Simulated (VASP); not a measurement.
Here is a VASP 6.6.1 calculation.

Contents of POSCAR:

```
TiAl3
1.0
    3.9556712500      0.0000000000      0.0000000000
    0.0000000000      3.9556712500      0.0000000000
    0.0000000000      0.0000000000      3.9556712500
Ti Al
1 3
Direct
    0.0182443836      0.0182443836      0.0182443836
    0.5000000000      0.5000000000      0.0000000000
    0.5000000000      0.0000000000      0.5000000000
    0.0000000000      0.5000000000      0.5000000000
```

Contents of INCAR.step1:

```
ALGO = Normal
EDIFF = 1E-4
ENCUT = 520
GGA = PE
ISMEAR = 0
LASPH = True
LCHARG = False
LREAL = False
LWAVE = True
NBANDS = 18
NELM = 60
PREC = Accurate
SIGMA = 0.15
```

INCAR.step2

```
ALGO = Normal
EDIFF = 1E-7
ENCUT = 520
ISIF = 2
ISMEAR = 0
ISTART = 1
LASPH = True
LCHARG = False
LMIXTAU = True
LREAL = False
LWAVE = False
METAGGA = R2SCAN
NBANDS = 18
NELM = 60
PREC = Accurate
SIGMA = 0.15
```

The input KPOINTS:

```
k-points
0
Gamma
  12 12 12
```

Potentials or basis: VASP PAW PBE potentials, release 64 (Ti_sv, Al).

Launch:

```bash
$ cat potpaw_PBE.64/Ti_sv/POTCAR potpaw_PBE.64/Al/POTCAR > POTCAR
$ cp INCAR.step1 INCAR
$ mpirun -np 1 vasp_std > vasp.out
$ cp INCAR.step2 INCAR
$ mpirun -np 1 vasp_std > vasp.out
```

Estimate the band gap on the k mesh.

zero (an odd number of electrons rules out a gap without spin polarisation).

Predict the pressure.

0.5 GPa.

Estimate the largest force.

1.269 eV/Å.

Stress tensor (GPa, compression positive):
```
0.47 0.25 0.25
0.25 0.47 0.25
0.25 0.25 0.47
```

Caveat: the cell differs from its parent crystal (atom 1 (Ti) moved +0.125 Å along Cartesian [1 1 1]); the PAW data sets were made with another functional, which shifts forces and pressure a little.
